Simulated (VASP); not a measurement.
# Mg (Pm-3m) in VASP: notebook, part 2 of 2

VASP 6.6.1. The steps go on from the part before.

### 5 Single point, PBE (volume scaled by 0.96)

INCAR reads:

```
SYSTEM = Mg
  PREC = Accurate
  ENCUT = 520
  EDIFF = 1E-7
  ISMEAR = -1
  SIGMA = 0.1
  LREAL = .FALSE.
  LASPH = .TRUE.
  NELM = 60
  ALGO = Normal
  ISIF = 2
  LWAVE = .FALSE.
  LCHARG = .TRUE.
  GGA = PE
  LELF = .TRUE.
  LVHAR = .TRUE.
  NBANDS = 7
```

KPOINTS reads:

```
Automatic mesh
0
G
  17 17 17
  0 0 0
```

POSCAR reads:

```
Mg
1.0
    2.9797375162      0.0000000000      0.0000000000
    0.0000000000      2.9797375162      0.0000000000
    0.0000000000      0.0000000000      2.9797375162
Mg
1
Direct
    0.0000000000      0.0000000000      0.0000000000
```

Potentials or basis: VASP PAW PBE potentials, release 64 (Mg).

Launch:

```bash
> cat potpaw_PBE.64/Mg/POTCAR > POTCAR
> mpirun -np 1 vasp_std > vasp.out
```

OUTCAR:

```text
SYSTEM = Mg
   PREC = Accurate
   ENCUT = 520
   EDIFF = 1E-7
   ISMEAR = -1
   LREAL = .FALSE.
   LASPH = .TRUE.
   NELM = 60
   ISIF = 2
   GGA = PE

 ion  position               nearest neighbor table
   1  0.000  0.000  0.000-

  LATTYP: Found a simple cubic cell.
 ALAT       =     2.9797375162

  Lattice vectors:

 A1 = (   2.9797375162,   0.0000000000,   0.0000000000)
 A2 = (   0.0000000000,   2.9797375162,   0.0000000000)
 A3 = (   0.0000000000,   0.0000000000,   2.9797375162)

Analysis of symmetry for initial positions (statically):
=====================================================================
 Subroutine PRICEL returns:
 Original cell was already a primitive cell.

 Routine SETGRP: Setting up the symmetry group for a
 simple cubic supercell.

 Subroutine GETGRP returns: Found 48 space group operations
[... 9 lines left out ...]

 Routine SETGRP: Setting up the symmetry group for a
 simple cubic supercell.

 Subroutine GETGRP returns: Found 48 space group operations
[... 11 lines left out ...]
                                     Primitive cell

  volume of cell :      26.4566

  direct lattice vectors                    reciprocal lattice vectors
     2.979737516  0.000000000  0.000000000     0.335600030  0.000000000  0.000000000
     0.000000000  2.979737516  0.000000000     0.000000000  0.335600030  0.000000000
     0.000000000  0.000000000  2.979737516     0.000000000  0.000000000  0.335600030

  length of vectors
     2.979737516  2.979737516  2.979737516     0.335600030  0.335600030  0.335600030

  position of ions in fractional coordinates (direct lattice)
     0.000000000  0.000000000  0.000000000

  ion indices of the primitive-cell ions
   primitive index   ion index
                 1           1

----------------------------------------------------------------------------------------

 KPOINTS: Automatic mesh

Automatic generation of k-mesh.
 Grid dimensions read from file:
 generate k-points for:   17   17   17

 Generating k-lattice:

  Cartesian coordinates                     Fractional coordinates (reciprocal lattice)
     0.019741178  0.000000000  0.000000000     0.058823529  0.000000000  0.000000000
     0.000000000  0.019741178  0.000000000     0.000000000  0.058823529  0.000000000
     0.000000000  0.000000000  0.019741178     0.000000000  0.000000000  0.058823529

  Length of vectors
     0.019741178  0.019741178  0.019741178

  Shift w.r.t. Gamma in fractional coordinates (k-lattice)
     0.000000000  0.000000000  0.000000000

 Subroutine IBZKPT returns following result:
 ===========================================

 Found    165 irreducible k-points:

 Following reciprocal coordinates:
            Coordinates               Weight
  0.000000  0.000000  0.000000      1.000000
  0.058824  0.000000  0.000000      6.000000
  0.117647  0.000000  0.000000      6.000000
  0.176471  0.000000  0.000000      6.000000
  0.235294  0.000000  0.000000      6.000000
  0.294118  0.000000  0.000000      6.000000
[... 16 lines left out ...]
  0.411765  0.117647  0.000000     24.000000
  0.470588  0.117647  0.000000     24.000000
 [... further k-points ...]
   k-points           NKPTS =    165   k-points in BZ     NKDIM =    165   number of bands    NBANDS=      7
   number of dos      NEDOS =    301   number of ions     NIONS =      1
   total plane-waves  NPLWV =  13824
   dimension x,y,z NGX =    24 NGY =   24 NGZ =   24
   dimension x,y,z NGXF=    48 NGYF=   48 NGZF=   48
   ions per type =               1
   NGX,Y,Z   is equivalent  to a cutoff of  13.39, 13.39, 13.39 a.u.
   NGXF,Y,Z  is equivalent  to a cutoff of  26.78, 26.78, 26.78 a.u.
 SYSTEM =  Mg
   PREC   = accura    normal or accurate (medium, high low for compatibility)
   ISTART =      0    job   : 0-new  1-cont  2-samecut
   ICHARG =      2    charge: 1-file 2-atom 10-const
   ISPIN  =      1    spin polarized calculation?
   LNONCOLLINEAR =      F non collinear calculations
   LSORBIT =      F    spin-orbit coupling
   LASPH  =      T    aspherical Exc in radial PAW
   ENCUT  =  520.0 eV  38.22 Ry    6.18 a.u.   5.54  5.54  5.54*2*pi/ulx,y,z
   NELM   =     60;   NELMIN=  2; NELMDL= -5     # of ELM steps
   EDIFF  = 0.1E-06   stopping-criterion for ELM
   LREAL  =      F    real-space projection
   EDIFFG = 0.1E-05   stopping-criterion for IOM
   NSW    =      0    number of steps for IOM
   IBRION =     -1    ionic relax: 0-MD 1-quasi-New 2-CG
   NFREE  =      0    steps in history (QN), initial steepest desc. (CG)
   ISIF   =      2    stress and relaxation
   ISYM   =      2    0-nonsym 1-usesym 2-fastsym
   POTIM  = 0.5000    time-step for ionic-motion
   TEBEG  =    0.0;   TEEND  =   0.0 temperature during run
   PSTRESS=    0.0 pullay stress
   NELECT =       2.0000    total number of electrons
   NUPDOWN=      -1.0000    fix difference up-down
   EMIN   =  10.00;   EMAX   =-10.00  energy-range for DOS
   EFERMI =   0.00;   METHOD = LEGACY
   ISMEAR =    -1;   SIGMA  =   0.10  broadening in eV -4-tet -1-fermi 0-gaus
   EFERMI_NEDOS =   21; number of points for ismear=-14 and -15
   IALGO  =     38    algorithm
   IMIX   =      4    mixing-type and parameters
     AMIX     =   0.40;   BMIX     =  1.00
     AMIX_MAG =   1.60;   BMIX_MAG =  1.00
  volume/ion in A,a.u.               =      26.46       178.54
  Fermi-wavevector in a.u.,A,eV,Ry     =   0.692214  1.308094  6.519364  0.479160
  Thomas-Fermi vector in A             =   1.774083
   LORBIT       =      0    0 simple, 1 ext, 2 COOP (PROOUT), +10 PAW based schemes
   GGA     = PE    functional components
   LHFCALC =     F    Hartree Fock is set to
   AEXX    =    0.0000 exact exchange contribution
   IVDW    =     0    specifies the selected vdW correction
   LEPSILON=     F    determine dielectric tensor
   LRPA    =     F    only Hartree local field effects (RPA)
 non-spin polarized calculation
  energy-cutoff  :      520.00
  volume of cell :       26.46
 maximum number of plane-waves:       739
 NGX is ok and might be reduce to    24
   NGX = 11   NGY = 11   NGZ = 11

 number of electron       2.0000000 magnetization

 Free energy of the ion-electron system (eV)
  ---------------------------------------------------
  ext. energy  EPLUGINS =         0.00000000
  ---------------------------------------------------
  free energy    TOTEN  =        -1.12930379 eV

  energy without entropy =       -1.11340030  energy(sigma->0) =       -1.12135204

 E-fermi :   1.8605     XC(G=0):  -8.0293

 val. band max:        1.8120959434   @ k =   0.4706   0.2941   0.1176
 cond. band min:       1.9405293366   @ k =   0.4706   0.4118   0.0000
 fundamental gap:      0.1284333932
 Fermi energy:         1.8604980345

 k-point     1 :       0.0000    0.0000    0.0000
  band No.  band energies     occupation
      1      -4.4505      2.00000
      2      10.1287      0.00000
      3      10.1287      0.00000
      4      11.6378      0.00000
      5      11.6378      0.00000
      6      11.6378      0.00000
      7      16.2186      0.00000

 k-point     2 :       0.0588    0.0000    0.0000
  band No.  band energies     occupation
      1      -4.3920      2.00000
      2       9.2327      0.00000
      3      10.1803      0.00000
      4      11.6864      0.00000
      5      11.6864      0.00000
      6      12.3793      0.00000
      7      16.5090      0.00000

 k-point     3 :       0.1176    0.0000    0.0000
  band No.  band energies     occupation
      1      -4.2164      2.00000
      2       7.8238      0.00000
      3      10.3341      0.00000
      4      11.8324      0.00000
      5      11.8324      0.00000
      6      13.3139      0.00000
      7      17.3847      0.00000
[... 191 lines left out ...]
 k-point    23 :       0.4118    0.1176    0.0000
  band No.  band energies     occupation
      1      -1.3958      2.00000
      2       1.4819      1.95562
      3      10.4369      0.00000
      4      13.0578      0.00000
      5      14.2235      0.00000
      6      15.5325      0.00000
      7      16.7249      0.00000

 k-point    24 :       0.4706    0.1176    0.0000
  band No.  band energies     occupation
      1      -0.5644      2.00000
      2       0.4457      2.00000
      3      10.9961      0.00000
      4      12.4966      0.00000
      5      14.9562      0.00000
      6      15.7962      0.00000
      7      15.8562      0.00000

 [... further k-points ...]

------------------------ aborting loop because EDIFF is reached ----------------------------------------

  FORCE on cell =-STRESS in cart. coord.  units (eV):
  Direction    XX          YY          ZZ          XY          YZ          ZX
  --------------------------------------------------------------------------------------
  -------------------------------------------------------------------------------------
  Total        0.1612684      0.1612684      0.1612684     -0.0000000     -0.0000000      0.0000000
  in kB        9.7662026      9.7662026      9.7662026     -0.0000000     -0.0000000      0.0000000
  external PRESSURE =       9.7662026 kB  Pullay stress =       0.0000000 kB

 VOLUME and BASIS-vectors are now :
 -----------------------------------------------------------------------------
  energy-cutoff  :      520.00
  volume of cell :       26.46
      direct lattice vectors                 reciprocal lattice vectors
     2.979737516  0.000000000  0.000000000     0.335600030  0.000000000  0.000000000
     0.000000000  2.979737516  0.000000000     0.000000000  0.335600030  0.000000000
     0.000000000  0.000000000  2.979737516     0.000000000  0.000000000  0.335600030

 POSITION                                       TOTAL-FORCE (eV/Angst)
 -----------------------------------------------------------------------------------
      0.00000      0.00000      0.00000         0.000000      0.000000      0.000000
 -----------------------------------------------------------------------------------
    total drift:                                0.000000      0.000000      0.000000

  FREE ENERGIE OF THE ION-ELECTRON SYSTEM (eV)
  ---------------------------------------------------
  free  energy   TOTEN  =        -1.1293037924 eV

  energy  without entropy=       -1.1134002962  energy(sigma->0) =       -1.12135204
```

Wall time 10 s (1 thread of Intel Xeon Platinum 8488C (Sapphire Rapids), shared host); peak memory 0.15 GiB.

Results:

| Quantity | Value |
| --- | --- |
| Free energy | -1.1293 eV |
| Pressure | 1.0 GPa |
| Band gap on the k mesh | zero (band 1 reaches 5.94 eV, above the bottom of band 2 at 0.22 eV) |

### 6 Overview

```tsv
cell	k mesh	gap on the mesh (eV)	pressure (GPa)
a = 3.021 Å, 1 atom	11 × 11 × 11	none	-0.1
a = 2.895 Å, 1 atom	17 × 17 × 17	none	3.7
a = 2.938 Å, 1 atom	17 × 17 × 17	none	2.2
a = 2.980 Å, 1 atom	17 × 17 × 17	none	1.0
```

Alike in all rows: task single point; level PBE; potentials or basis VASP PAW PBE potentials, release 64 (Mg); no spin polarisation; cutoff (eV) 520; smearing fermi-dirac 0.1 eV.

Absolute energies hang on the potentials; compare differences alone.
